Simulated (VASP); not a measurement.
# Os (P6_3/mmc) in VASP: a series of runs

Runs on Os. Level: r2SCAN. Tasks: single point.

Everything below comes from runs of VASP 6.6.1. Logs are shortened: lines on timing, memory, paths and dates and some standing lists are left out, and cuts for length are marked.

## 1. The cell of the first run

The structure is hexagonal, space group P6_3/mmc (No. 194). Conventional cell: a = 2.739 Å, b = 2.739 Å, c = 4.314 Å, α = 90.00°, β = 90.00°, γ = 120.00°. Within 3.5 Å of Os (site symmetry -6m2) lie 12 Os at 2.67 to 2.74 Å.

## 2. Single point, r2SCAN

Contents of POSCAR:

```
Os
1.0
    2.7393806551      0.0000000000      0.0000000000
   -1.3696903275      2.3723732379      0.0000000000
    0.0000000000      0.0000000000      4.3138178725
Os
2
Direct
    0.3333333333      0.6666666667      0.2500000000
    0.6666666667      0.3333333333      0.7500000000
```

Contents of INCAR.step1:

```
ALGO = Normal
EDIFF = 1E-4
ENCUT = 520
GGA = PE
ISMEAR = -1
LASPH = True
LCHARG = False
LREAL = False
LWAVE = True
NBANDS = 15
NELM = 80
PREC = Accurate
SIGMA = 0.1
```

Contents of INCAR.step2:

```
ALGO = Normal
EDIFF = 1E-7
ENCUT = 520
ISIF = 2
ISMEAR = -1
ISTART = 1
LASPH = True
LCHARG = True
LELF = True
LMIXTAU = True
LREAL = False
LVHAR = True
LWAVE = False
METAGGA = R2SCAN
NBANDS = 15
NELM = 80
PREC = Accurate
SIGMA = 0.1
```

Contents of KPOINTS:

```
k-points
0
Gamma
  5 5 3
```

Potentials or basis: VASP PAW PBE potentials, release 64 (Os).

Run with:

```console
cat potpaw_PBE.64/Os/POTCAR > POTCAR
cp INCAR.step1 INCAR
mpirun -np 1 vasp_std > vasp.out
cp INCAR.step2 INCAR
mpirun -np 1 vasp_std > vasp.out
```

OUTCAR:

```text
EDIFF = 1E-7
   ENCUT = 520
   ISIF = 2
   ISMEAR = -1
   ISTART = 1
   LASPH = True
   LREAL = False
   METAGGA = R2SCAN
   NELM = 80
   PREC = Accurate

 ion  position               nearest neighbor table
   1  0.333  0.667  0.250-   2 2.67   2 2.67   2 2.67   2 2.67   2 2.67   2 2.67
   2  0.667  0.333  0.750-   1 2.67   1 2.67   1 2.67   1 2.67   1 2.67   1 2.67

  LATTYP: Found a hexagonal cell.
 ALAT       =     2.7393806551
 C/A-ratio  =     1.5747420368

  Lattice vectors:

 A1 = (   2.7393806551,   0.0000000000,   0.0000000000)
 A2 = (  -1.3696903275,   2.3723732379,   0.0000000000)
 A3 = (   0.0000000000,   0.0000000000,   4.3138178725)

Analysis of symmetry for initial positions (statically):
=====================================================================
 Subroutine PRICEL returns:
 Original cell was already a primitive cell.

 Routine SETGRP: Setting up the symmetry group for a
 hexagonal supercell.

 Subroutine GETGRP returns: Found 24 space group operations
 (whereof 12 operations were pure point group operations)
 out of a pool of 24 trial point group operations.

The static configuration has the point symmetry D_3d.
 The point group associated with its full space group is D_6h.

Analysis of symmetry for dynamics (positions and initial velocities):
=====================================================================
 Subroutine PRICEL returns:
 Original cell was already a primitive cell.

 Routine SETGRP: Setting up the symmetry group for a
 hexagonal supercell.

 Subroutine GETGRP returns: Found 24 space group operations
 (whereof 12 operations were pure point group operations)
 out of a pool of 24 trial point group operations.

The dynamic configuration has the point symmetry D_3d.
 The point group associated with its full space group is D_6h.

 Subroutine INISYM returns: Found 24 space group operations
 (whereof 12 operations are pure point group operations),
 and found     1 'primitive' translations

----------------------------------------------------------------------------------------

                                     Primitive cell

  volume of cell :      28.0348

  direct lattice vectors                    reciprocal lattice vectors
     2.739380655  0.000000000  0.000000000     0.365046018  0.210759417  0.000000000
    -1.369690328  2.372373238  0.000000000     0.000000000  0.421518834  0.000000000
     0.000000000  0.000000000  4.313817872     0.000000000  0.000000000  0.231813217
[... 77 lines left out ...]
   POTIM  = 0.5000    time-step for ionic-motion
   TEBEG  =    0.0;   TEEND  =   0.0 temperature during run
   PSTRESS=    0.0 pullay stress
   NELECT =      16.0000    total number of electrons
   NUPDOWN=      -1.0000    fix difference up-down
   EMIN   =  10.00;   EMAX   =-10.00  energy-range for DOS
   EFERMI =   0.00;   METHOD = LEGACY
   ISMEAR =    -1;   SIGMA  =   0.10  broadening in eV -4-tet -1-fermi 0-gaus
   EFERMI_NEDOS =   21; number of points for ismear=-14 and -15
   IALGO  =     38    algorithm
   IMIX   =      4    mixing-type and parameters
     AMIX     =   0.40;   BMIX     =  1.00
     AMIX_MAG =   1.60;   BMIX_MAG =  1.00
  volume/ion in A,a.u.               =      14.02        94.59
  Fermi-wavevector in a.u.,A,eV,Ry     =   1.357946  2.566145 25.089370  1.844017
  Thomas-Fermi vector in A             =   2.484821
   LORBIT       =      0    0 simple, 1 ext, 2 COOP (PROOUT), +10 PAW based schemes
   METAGGA = R2SCAN    functional components
   LHFCALC =     F    Hartree Fock is set to
   AEXX    =    0.0000 exact exchange contribution
   IVDW    =     0    specifies the selected vdW correction
   LEPSILON=     F    determine dielectric tensor
   LRPA    =     F    only Hartree local field effects (RPA)
 non-spin polarized calculation
  energy-cutoff  :      520.00
  volume of cell :       28.03
 maximum number of plane-waves:       760
   NGX = 11   NGY = 11   NGZ = 17

 number of electron      15.9999999 magnetization

 Free energy of the ion-electron system (eV)
  ---------------------------------------------------
  ext. energy  EPLUGINS =         0.00000000
  ---------------------------------------------------
  free energy    TOTEN  =      -105.91098688 eV

  energy without entropy =     -105.84646605  energy(sigma->0) =     -105.87872646

 E-fermi :   9.1479     XC(G=0): -15.3827

 val. band max:        9.1023341792   @ k =   0.0000   0.0000   0.3333
 cond. band min:       9.2712185634   @ k =   0.0000   0.0000   0.0000
 fundamental gap:      0.1688843843
 Fermi energy:         9.1479369695

 k-point     1 :       0.0000    0.0000    0.0000
  band No.  band energies     occupation
      1      -2.1851      2.00000
      2       1.1150      2.00000
      3       6.0626      2.00000
      4       6.0626      2.00000
      5       6.3555      2.00000
      6       6.9356      2.00000
      7       6.9356      2.00000
      8       7.5507      2.00000
      9       7.5507      2.00000
     10       9.2712      0.45138
     11      10.9608      0.00000
     12      10.9608      0.00000
     13      18.8014      0.00000
     14      24.0022      0.00000
[... 149 lines left out ...]
      2       3.1588      2.00000
      3       3.5685      2.00000
      4       4.5498      2.00000
      5       5.0263      2.00000
      6       6.7749      2.00000
      7       7.8639      1.99999
      8       9.0639      1.39710
      9      10.8293      0.00000
     10      11.6016      0.00000
     11      15.2356      0.00000
     12      15.5858      0.00000
     13      19.4901      0.00000
     14      19.7788      0.00000
     15      21.5319      0.00000

------------------------ aborting loop because EDIFF is reached ----------------------------------------

  FORCE on cell =-STRESS in cart. coord.  units (eV):
  Direction    XX          YY          ZZ          XY          YZ          ZX
  --------------------------------------------------------------------------------------
  -------------------------------------------------------------------------------------
  Total       -0.2815279     -0.2815279      1.6867335     -0.0000000      0.0000000      0.0000000
  in kB      -16.0892117    -16.0892117     96.3961850     -0.0000000      0.0000000      0.0000000
  external PRESSURE =      21.4059205 kB  Pullay stress =       0.0000000 kB

 VOLUME and BASIS-vectors are now :
 -----------------------------------------------------------------------------
  energy-cutoff  :      520.00
  volume of cell :       28.03
      direct lattice vectors                 reciprocal lattice vectors
     2.739380655  0.000000000  0.000000000     0.365046018  0.210759417  0.000000000
    -1.369690328  2.372373238  0.000000000     0.000000000  0.421518834  0.000000000
     0.000000000  0.000000000  4.313817872     0.000000000  0.000000000  0.231813217

 POSITION                                       TOTAL-FORCE (eV/Angst)
 -----------------------------------------------------------------------------------
     -0.00000      1.58158      1.07845         0.000000     -0.000000      0.000000
      1.36969      0.79079      3.23536        -0.000000      0.000000      0.000000
 -----------------------------------------------------------------------------------
    total drift:                                0.000000     -0.000000     -0.000000

  FREE ENERGIE OF THE ION-ELECTRON SYSTEM (eV)
  ---------------------------------------------------
  free  energy   TOTEN  =      -105.9109868754 eV

  energy  without entropy=     -105.8464660504  energy(sigma->0) =     -105.87872646
```

OSZICAR.step1:

```text
N       E                     dE             d eps       ncg     rms          rms(c)
DAV:   1     0.979831685918E+02    0.97983E+02   -0.74577E+03   300   0.102E+03
DAV:   2    -0.193843577956E+02   -0.11737E+03   -0.10250E+03   300   0.323E+02
DAV:   3    -0.237921893442E+02   -0.44078E+01   -0.43174E+01   419   0.557E+01
DAV:   4    -0.238198568900E+02   -0.27668E-01   -0.27647E-01   321   0.465E+00
DAV:   5    -0.238200055187E+02   -0.14863E-03   -0.14862E-03   405   0.322E-01    0.234E+01
DAV:   6    -0.227393715741E+02    0.10806E+01   -0.85088E-01   384   0.792E+00    0.107E+01
DAV:   7    -0.224043711172E+02    0.33500E+00   -0.62432E-01   391   0.668E+00    0.472E-01
DAV:   8    -0.223990675973E+02    0.53035E-02   -0.58288E-03   300   0.555E-01    0.334E-01
DAV:   9    -0.223959786442E+02    0.30890E-02   -0.17260E-03   356   0.415E-01    0.511E-02
DAV:  10    -0.223959982678E+02   -0.19624E-04   -0.70701E-05   248   0.780E-02
   1 F= -.22395998E+02 E0= -.22362520E+02  d E =-.669562E-01
```

It took 59 s on 1 thread of Intel Xeon 8259CL, shared host; peak memory 0.14 GiB.

What came out:

| Quantity | Value |
| --- | --- |
| Free energy | -105.9110 eV |
| Pressure | 2.1 GPa |
| Band gap on the k mesh | zero (bands 8 and 9 overlap by 3.17 eV) |

Levels at points of the mesh, in eV from the Fermi level:
```
           k point  band 6  band 7  band 8  band 9  band 10  band 11
(0.00, 0.00, 0.00)   -2.21   -2.21   -1.60   -1.60     0.12     1.81
```

Caveat: the k points lie up to 0.53 Å⁻¹ apart, too coarse for converged energies and pressures of a metal; the PAW data sets were made with another functional, which shifts forces and pressure a little; spin-orbit coupling is left out, which moves the levels of the heavy elements.

## 3. Single point, r2SCAN

POSCAR is that of step 2.

Contents of INCAR.step1:

```
SYSTEM = Os
PREC = Accurate ; ENCUT = 520
ISMEAR = -1 ; SIGMA = 0.1
LREAL = .FALSE. ; LASPH = .TRUE.
NELM = 100 ; NBANDS = 15
GGA = PE ; ALGO = Normal
EDIFF = 1E-4 ; LWAVE = .TRUE.
LCHARG = .FALSE.
```

Contents of INCAR.step2:

```
SYSTEM = Os
PREC = Accurate ; ENCUT = 520
EDIFF = 1E-6 ; ISMEAR = -1
SIGMA = 0.1 ; LREAL = .FALSE.
LASPH = .TRUE. ; NELM = 100
ALGO = Normal ; ISIF = 2
LWAVE = .FALSE. ; LCHARG = .TRUE.
METAGGA = R2SCAN ; LMIXTAU = .TRUE.
LELF = .TRUE. ; LVHAR = .TRUE.
NBANDS = 15 ; ISTART = 1
```

Contents of KPOINTS:

```
regular mesh
0
G
  6 6 4
  0 0 0
```

Potentials or basis: VASP PAW PBE potentials, release 64 (Os).

Run with:

```console
cat potpaw_PBE.64/Os/POTCAR > POTCAR
cp INCAR.step1 INCAR
mpirun -np 1 vasp_std > vasp.out
cp INCAR.step2 INCAR
mpirun -np 1 vasp_std > vasp.out
```

Wall time 47 s (1 thread of Intel Xeon 8259CL, shared host); peak memory 0.14 GiB.

It converged, with:

* Free energy: -105.9561 eV
* Pressure: 1.8 GPa
* Band gap on the k mesh: zero (bands 8 and 9 overlap by 3.73 eV)

Stress tensor (GPa, compression positive):
```
 3.20  0.00  0.00
 0.00  3.20  0.00
 0.00  0.00 -0.89
```

Levels at points of the mesh, in eV from the Fermi level:
| k point | band 5 | band 6 | band 7 | band 8 | band 9 | band 10 | band 11 | band 12 |
| --- | --- | --- | --- | --- | --- | --- | --- | --- |
| (0.00, 0.00, 0.00) | -3.16 | -2.60 | -2.60 | -1.97 | -1.97 | -0.25 | 1.43 | 1.43 |
| (0.50, 0.00, 0.00) | -3.36 | -2.99 | -2.23 | 1.76 | 2.35 | 2.50 | 4.26 | 5.64 |
| (0.00, 0.00, 0.50) | -3.69 | -3.69 | -3.69 | -3.69 | 0.61 | 0.61 | 0.61 | 0.61 |
| (0.50, 0.00, 0.50) | -1.58 | -1.58 | -0.49 | -0.49 | 2.12 | 2.12 | 3.11 | 3.11 |

Caveat: the k points lie up to 0.44 Å⁻¹ apart, too coarse for converged energies and pressures of a metal; the PAW data sets were made with another functional, which shifts forces and pressure a little; spin-orbit coupling is left out, which moves the levels of the heavy elements.

## 4. Single point, r2SCAN

POSCAR is that of step 3.

Contents of INCAR.step1:

```
SYSTEM = Os
PREC     = Accurate       ! precision mode
ENCUT    = 520            ! plane-wave cutoff, eV
ISMEAR   = -1             ! smearing method
SIGMA    = 0.1            ! smearing width, eV
LREAL    = .FALSE.        ! projectors in reciprocal space
LASPH    = .TRUE.         ! aspherical terms in the spheres
NELM     = 60             ! most SCF steps
NBANDS   = 15             ! bands
GGA      = PE             ! functional
ALGO     = Normal         ! electronic algorithm
EDIFF    = 1E-4           ! SCF threshold, eV
LWAVE    = .TRUE.         ! write WAVECAR
LCHARG   = .FALSE.        ! write CHGCAR
```

Contents of INCAR.step2:

```
SYSTEM = Os
PREC     = Accurate       ! precision mode
ENCUT    = 520            ! plane-wave cutoff, eV
EDIFF    = 1E-7           ! SCF threshold, eV
ISMEAR   = -1             ! smearing method
SIGMA    = 0.1            ! smearing width, eV
LREAL    = .FALSE.        ! projectors in reciprocal space
LASPH    = .TRUE.         ! aspherical terms in the spheres
NELM     = 60             ! most SCF steps
ALGO     = Normal         ! electronic algorithm
ISIF     = 2              ! what is computed and relaxed
LWAVE    = .FALSE.        ! write WAVECAR
LCHARG   = .FALSE.        ! write CHGCAR
METAGGA  = R2SCAN         ! meta-GGA
LMIXTAU  = .TRUE.       
NBANDS   = 15             ! bands
ISTART   = 1
```

Contents of KPOINTS:

```
regular mesh
0
G
  8 8 5
  0 0 0
```

Run with:

```console
cat potpaw_PBE.64/Os/POTCAR > POTCAR
cp INCAR.step1 INCAR
mpirun -np 1 vasp_std > vasp.out
cp INCAR.step2 INCAR
mpirun -np 1 vasp_std > vasp.out
```

Run time: 1.8 min. Hardware: 1 thread of Intel Xeon 8259CL, shared host; peak memory 0.15 GiB.

Results (log left out):

* Free energy: -106.0822 eV
* Pressure: 0.5 GPa
* Band gap on the k mesh: zero (bands 8 and 9 overlap by 3.84 eV)

Stress tensor (GPa, compression positive):
```
-0.13  0.00  0.00
 0.00 -0.13  0.00
 0.00  0.00  1.68
```

Levels at points of the mesh, in eV from the Fermi level:
| k point | band 5 | band 6 | band 7 | band 8 | band 9 | band 10 | band 11 | band 12 |
| --- | --- | --- | --- | --- | --- | --- | --- | --- |
| (0.00, 0.00, 0.00) | -2.74 | -2.17 | -2.17 | -1.55 | -1.55 | 0.17 | 1.87 | 1.87 |
| (0.50, 0.00, 0.00) | -2.94 | -2.56 | -1.81 | 2.20 | 2.79 | 2.94 | 4.69 | 6.07 |

Caveat: the PAW data sets were made with another functional, which shifts forces and pressure a little; spin-orbit coupling is left out, which moves the levels of the heavy elements.

(Continued in part 2 of 2.)
